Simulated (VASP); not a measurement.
SrO, 2 atoms in the cell. Symmetry: Fm-3m, No. 225, cubic system. The conventional cell has a = 5.133 Å, b = 5.133 Å, c = 5.133 Å, α = 90.00°, β = 90.00°, γ = 90.00°. Sr (site symmetry m-3m) has 6 O at 2.57 Å within 3.4 Å. Within 3.4 Å of O (site symmetry m-3m) lie 6 Sr at 2.57 Å. 

```yaml
Program: VASP 6.6.1
Task: relaxation of cell and atoms
Functional: PBEsol
Potentials_or_basis: VASP PAW PBE potentials, release 64 (Sr_sv, O)
Cutoff: 600 eV
k_mesh: 9 × 9 × 9
Occupations: fermi-dirac, width 0.05 eV
Spin: no spin polarisation
Target_pressure: 10 GPa
Dipole_correction: no
Further_INCAR_settings: ALGO = Normal; EDIFF = 1e-06; IBRION = 2; EDIFFG = -0.01; NSW = 60; ISIF = 3
```

Potentials or basis: VASP PAW PBE potentials, release 64 (Sr_sv, O).

Command:

```sh
$ cat potpaw_PBE.64/Sr_sv/POTCAR potpaw_PBE.64/O/POTCAR > POTCAR
$ mpirun -np 1 vasp_std > vasp.out
```

Hardware: 1 thread of Intel(R) Xeon(R) Platinum 8559C (Emerald Rapids) (shared host).

**Question.** How long does it take, and how much memory?

**Answer.** Run time: 35 s on 1 thread of Intel(R) Xeon(R) Platinum 8559C (Emerald Rapids) (shared host), peak memory 0.19 GiB. Counts: scf iterations 32, k points 35, ion steps 3.
